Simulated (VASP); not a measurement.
# TiO2 (I4_1/amd) in VASP: single point with r2SCAN+U

Aim: the single point of TiO2 with r2SCAN+U.

Program: VASP 6.6.1. These are calculated values, not measurements. Logs are shortened: lines on timing, memory, paths and dates and some standing lists are left out, and cuts for length are marked.

## Step 1: The cell of the first run

The structure is tetragonal, space group I4_1/amd (No. 141). Conventional cell: a = 3.797 Å, b = 3.797 Å, c = 9.662 Å, α = 90.00°, β = 90.00°, γ = 90.00°. Ti (site symmetry -4m2) has 6 O at 1.95 to 1.99 Å within 2.6 Å. O (site symmetry 2mm) has 3 Ti at 1.95 to 1.99 Å and 2 O at 2.46 Å within 2.6 Å.

## Step 2: Single point, r2SCAN+U

Contents of POSCAR:

```
TiO2
1.0
   -1.8982837117      1.8982837117      4.8311158607
    1.8982837117     -1.8982837117      4.8311158607
    1.8982837117      1.8982837117     -4.8311158607
Ti O
2 4
Direct
    0.0000000000      0.0000000000      0.0000000000
    0.7500000000      0.2500000000      0.5000000000
    0.9561225807      0.4561225807      0.5000000000
    0.2061225807      0.2061225807      0.0000000000
    0.5438774193      0.0438774193      0.5000000000
    0.7938774193      0.7938774193      0.0000000000
```

Contents of INCAR.step1:

```
PREC     = Accurate       # precision mode
ENCUT    = 520            # plane-wave cutoff, eV
ISMEAR   = 0              # smearing method
SIGMA    = 0.02           # smearing width, eV
LREAL    = False          # projectors in reciprocal space
LASPH    = True           # aspherical terms in the spheres
NELM     = 150            # most SCF steps
LMAXMIX  = 4              # l up to which the mixer works
LDAU     = True           # DFT+U
LDAUTYPE = 2            
LDAUL    = 2 -1           # shell
LDAUU    = 4 0            # U, eV
LDAUJ    = 0 0          
NBANDS   = 33             # bands
GGA      = PE             # functional
ALGO     = Normal         # electronic algorithm
EDIFF    = 1E-4           # SCF threshold, eV
LWAVE    = True           # write WAVECAR
LCHARG   = False          # write CHGCAR
```

Contents of INCAR.step2:

```
PREC     = Accurate       # precision mode
ENCUT    = 520            # plane-wave cutoff, eV
EDIFF    = 1E-6           # SCF threshold, eV
ISMEAR   = 0              # smearing method
SIGMA    = 0.02           # smearing width, eV
LREAL    = False          # projectors in reciprocal space
LASPH    = True           # aspherical terms in the spheres
NELM     = 150            # most SCF steps
ALGO     = Normal         # electronic algorithm
ISIF     = 2              # what is computed and relaxed
LWAVE    = False          # write WAVECAR
LCHARG   = False          # write CHGCAR
LMAXMIX  = 4              # l up to which the mixer works
LDAU     = True           # DFT+U
LDAUTYPE = 2            
LDAUL    = 2 -1           # shell
LDAUU    = 4 0            # U, eV
LDAUJ    = 0 0          
LDAUPRINT= 1            
METAGGA  = R2SCAN         # meta-GGA
LMIXTAU  = True         
NBANDS   = 33             # bands
ISTART   = 1
```

Contents of KPOINTS:

```
regular mesh
0
Gamma
  8 8 8
```

Potentials or basis: VASP PAW PBE potentials, release 64 (Ti_sv, O).

Run with:

```console
$ cat potpaw_PBE.64/Ti_sv/POTCAR potpaw_PBE.64/O/POTCAR > POTCAR
$ cp INCAR.step1 INCAR
$ mpirun -np 1 vasp_std > vasp.out
$ cp INCAR.step2 INCAR
$ mpirun -np 1 vasp_std > vasp.out
```

OUTCAR:

```text
PREC = Accurate
   ENCUT = 520
   EDIFF = 1E-6
   ISMEAR = 0
   LREAL = False
   LASPH = True
   NELM = 150
   ISIF = 2
   METAGGA = R2SCAN
   ISTART = 1

 ion  position               nearest neighbor table
   1  0.000  0.000  0.000-   5 1.95   3 1.95   5 1.95   3 1.95   4 1.99   6 1.99
   2  0.750  0.250  0.500-   6 1.95   4 1.95   6 1.95   4 1.95   3 1.99   5 1.99
   3  0.956  0.456  0.500-   1 1.95   1 1.95   2 1.99
   4  0.206  0.206  0.000-   2 1.95   2 1.95   1 1.99
   5  0.544  0.044  0.500-   1 1.95   1 1.95   2 1.99
   6  0.794  0.794  0.000-   2 1.95   2 1.95   1 1.99

  LATTYP: Found a body centered tetragonal cell.
 ALAT       =     3.7965674234
 C/A-ratio  =     2.5449914736

  Lattice vectors:

 A1 = (  -1.8982837117,   1.8982837117,   4.8311158607)
 A2 = (   1.8982837117,  -1.8982837117,   4.8311158607)
 A3 = (   1.8982837117,   1.8982837117,  -4.8311158607)

Analysis of symmetry for initial positions (statically):
=====================================================================
 Subroutine PRICEL returns:
 Original cell was already a primitive cell.

 Routine SETGRP: Setting up the symmetry group for a
 body centered tetragonal supercell.

 Subroutine GETGRP returns: Found 16 space group operations
 (whereof  8 operations were pure point group operations)
 out of a pool of 16 trial point group operations.

The static configuration has the point symmetry D_2d.
 The point group associated with its full space group is D_4h.

Analysis of symmetry for dynamics (positions and initial velocities):
=====================================================================
 Subroutine PRICEL returns:
 Original cell was already a primitive cell.

 Routine SETGRP: Setting up the symmetry group for a
 body centered tetragonal supercell.

 Subroutine GETGRP returns: Found 16 space group operations
 (whereof  8 operations were pure point group operations)
 out of a pool of 16 trial point group operations.
[... 196 lines left out ...]
  0.0000 -0.0000  0.0000  0.0000  0.2455

spin component  2

  0.0951 -0.0000  0.0000 -0.0000  0.0000
 -0.0000  0.0939  0.0000  0.0000 -0.0000
  0.0000  0.0000  0.2443 -0.0000  0.0000
 -0.0000  0.0000 -0.0000  0.0939  0.0000
  0.0000 -0.0000  0.0000  0.0000  0.2455

 occupancies and eigenvectors

  o =  0.0939  v =  0.0000 -0.6224  0.0000 -0.7827  0.0000  0.0000  0.0000  0.0000  0.0000  0.0000      0.0000  0.0000  0.0000  0.0000  0.0000  0.0000  0.0000  0.0000  0.0000  0.0000
  o =  0.0939  v =  0.0000  0.0000  0.0000  0.0000  0.0000  0.0000 -0.6224  0.0000 -0.7827  0.0000      0.0000  0.0000  0.0000  0.0000  0.0000  0.0000  0.0000  0.0000  0.0000  0.0000
  o =  0.0939  v =  0.0000  0.7827 -0.0000 -0.6224  0.0000  0.0000  0.0000  0.0000  0.0000  0.0000      0.0000  0.0000  0.0000  0.0000  0.0000  0.0000  0.0000  0.0000  0.0000  0.0000
  o =  0.0939  v =  0.0000  0.0000  0.0000  0.0000  0.0000  0.0000  0.7827 -0.0000 -0.6224  0.0000      0.0000  0.0000  0.0000  0.0000  0.0000  0.0000  0.0000  0.0000  0.0000  0.0000
  o =  0.0951  v =  0.0000  0.0000  0.0000  0.0000  0.0000  1.0000  0.0000  0.0000  0.0000  0.0000      0.0000  0.0000  0.0000  0.0000  0.0000  0.0000  0.0000  0.0000  0.0000  0.0000
  o =  0.0951  v =  1.0000  0.0000  0.0000  0.0000  0.0000  0.0000  0.0000  0.0000  0.0000  0.0000      0.0000  0.0000  0.0000  0.0000  0.0000  0.0000  0.0000  0.0000  0.0000  0.0000
  o =  0.2443  v =  0.0000 -0.0000 -1.0000 -0.0000 -0.0000  0.0000  0.0000  0.0000  0.0000  0.0000      0.0000  0.0000  0.0000  0.0000  0.0000  0.0000  0.0000  0.0000  0.0000  0.0000
  o =  0.2443  v =  0.0000  0.0000  0.0000  0.0000  0.0000  0.0000 -0.0000 -1.0000 -0.0000 -0.0000      0.0000  0.0000  0.0000  0.0000  0.0000  0.0000  0.0000  0.0000  0.0000  0.0000
  o =  0.2455  v =  0.0000 -0.0000 -0.0000 -0.0000 -1.0000  0.0000  0.0000  0.0000  0.0000  0.0000      0.0000  0.0000  0.0000  0.0000  0.0000  0.0000  0.0000  0.0000  0.0000  0.0000
  o =  0.2455  v =  0.0000  0.0000  0.0000  0.0000  0.0000  0.0000 -0.0000 -0.0000 -0.0000 -1.0000      0.0000  0.0000  0.0000  0.0000  0.0000  0.0000  0.0000  0.0000  0.0000  0.0000

 number of electron      47.9999999 magnetization

 Free energy of the ion-electron system (eV)
  ---------------------------------------------------
  ext. energy  EPLUGINS =         0.00000000
  ---------------------------------------------------
  free energy    TOTEN  =       -64.63620570 eV

  energy without entropy =      -64.63620570  energy(sigma->0) =      -64.63620570

 E-fermi :   3.1786     XC(G=0): -11.3529

 val. band max:        3.0411087476   @ k =  -0.3750   0.3750   0.0000
 cond. band min:       6.2553344482   @ k =   0.0000   0.0000   0.0000
 fundamental gap:      3.2142257006
 Fermi energy:         3.1785701870

 k-point     1 :       0.0000    0.0000    0.0000
  band No.  band energies     occupation
      1     -56.5226      2.00000
      2     -56.4712      2.00000
      3     -31.8564      2.00000
      4     -31.6311      2.00000
      5     -31.6310      2.00000
      6     -31.5703      2.00000
[... 853 lines left out ...]
     32      10.0299      0.00000
     33      10.5881      0.00000

 [... further k-points ...]

------------------------ aborting loop because EDIFF is reached ----------------------------------------

  FORCE on cell =-STRESS in cart. coord.  units (eV):
  Direction    XX          YY          ZZ          XY          YZ          ZX
  --------------------------------------------------------------------------------------
  -------------------------------------------------------------------------------------
  Total        2.3276575      2.3276575      1.8106752      0.0000000      0.0000000      0.0000000
  in kB       53.5549938     53.5549938     41.6602097      0.0000000      0.0000000      0.0000000
  external PRESSURE =      49.5900658 kB  Pullay stress =       0.0000000 kB

 VOLUME and BASIS-vectors are now :
 -----------------------------------------------------------------------------
  energy-cutoff  :      520.00
  volume of cell :       69.64
      direct lattice vectors                 reciprocal lattice vectors
    -1.898283712  1.898283712  4.831115861     0.000000000  0.263395823  0.103495758
     1.898283712 -1.898283712  4.831115861     0.263395823  0.000000000  0.103495758
     1.898283712  1.898283712 -4.831115861     0.263395823  0.263395823  0.000000000

 POSITION                                       TOTAL-FORCE (eV/Angst)
 -----------------------------------------------------------------------------------
      0.00000      0.00000      0.00000         0.000000      0.000000     -0.000000
     -0.00000      1.89828      2.41556         0.000000      0.000000      0.000000
      0.00000      1.89828      4.40716        -0.000000     -0.000000      0.170360
      0.00000      0.00000      1.99160         0.000000      0.000000      0.170360
     -0.00000      1.89828      0.42395         0.000000      0.000000     -0.170360
      0.00000      0.00000      7.67063         0.000000      0.000000     -0.170360
 -----------------------------------------------------------------------------------
    total drift:                                0.000000      0.000000     -0.000000

  FREE ENERGIE OF THE ION-ELECTRON SYSTEM (eV)
  ---------------------------------------------------
  free  energy   TOTEN  =       -64.6362056954 eV

  energy  without entropy=      -64.6362056954  energy(sigma->0) =      -64.63620570
```

OSZICAR.step1:

```text
N       E                     dE             d eps       ncg     rms          rms(c)
DAV:   1     0.671276386700E+03    0.67128E+03   -0.24198E+04  3894   0.168E+03
DAV:   2     0.310304427040E+02   -0.64025E+03   -0.59553E+03  4354   0.509E+02
DAV:   3    -0.625571163441E+02   -0.93588E+02   -0.92280E+02  5278   0.190E+02
DAV:   4    -0.675377141090E+02   -0.49806E+01   -0.49708E+01  6034   0.421E+01
DAV:   5    -0.677071924603E+02   -0.16948E+00   -0.16945E+00  4906   0.596E+00    0.320E+01
DAV:   6    -0.478264606255E+02    0.19881E+02   -0.83632E+01  5516   0.902E+01    0.912E+00
DAV:   7    -0.484961272776E+02   -0.66967E+00   -0.12857E+01  5216   0.239E+01    0.790E+00
DAV:   8    -0.484035893180E+02    0.92538E-01   -0.62778E-01  5486   0.662E+00    0.466E+00
DAV:   9    -0.484394753394E+02   -0.35886E-01   -0.45065E-01  5104   0.528E+00    0.101E+00
DAV:  10    -0.484448418268E+02   -0.53665E-02   -0.58209E-02  5904   0.174E+00    0.737E-01
DAV:  11    -0.484405073165E+02    0.43345E-02   -0.12925E-02  4894   0.138E+00    0.162E-01
DAV:  12    -0.484403243629E+02    0.18295E-03   -0.22929E-03  4869   0.315E-01    0.997E-02
DAV:  13    -0.484402713836E+02    0.52979E-04   -0.77798E-04  4612   0.209E-01
   1 F= -.48440271E+02 E0= -.48440271E+02  d E =-.168724E-50
```

Wall time 12 min (1 thread of Intel Xeon Platinum 8488C (Sapphire Rapids), shared host); peak memory 0.34 GiB.

Results:

```yaml
Free_energy: -64.6362 eV
Pressure: 5.0 GPa
Largest_force: 0.170 eV/Å
Band_gap_on_the_k_mesh: 3.21 eV (least direct gap 3.52 eV)
```

Forces in eV/Å, atoms in the order of the input:
```
Ti   0.000  0.000  0.000
Ti   0.000  0.000  0.000
O    0.000  0.000  0.170
O    0.000  0.000  0.170
O    0.000  0.000 -0.170
O    0.000  0.000 -0.170
```

Eigenvalues of the final occupation matrices:
```
    site  spin  trace               eigenvalues
site 1 d     1   0.77  0.09 0.09 0.10 0.24 0.25
site 1 d     2   0.77  0.09 0.09 0.10 0.24 0.25
site 2 d     1   0.77  0.09 0.09 0.10 0.24 0.25
site 2 d     2   0.77  0.09 0.09 0.10 0.24 0.25
```

Caveat: the cell stands under pressure; the PAW data sets were made with another functional, which shifts forces and pressure a little. A k mesh can miss the band edges.
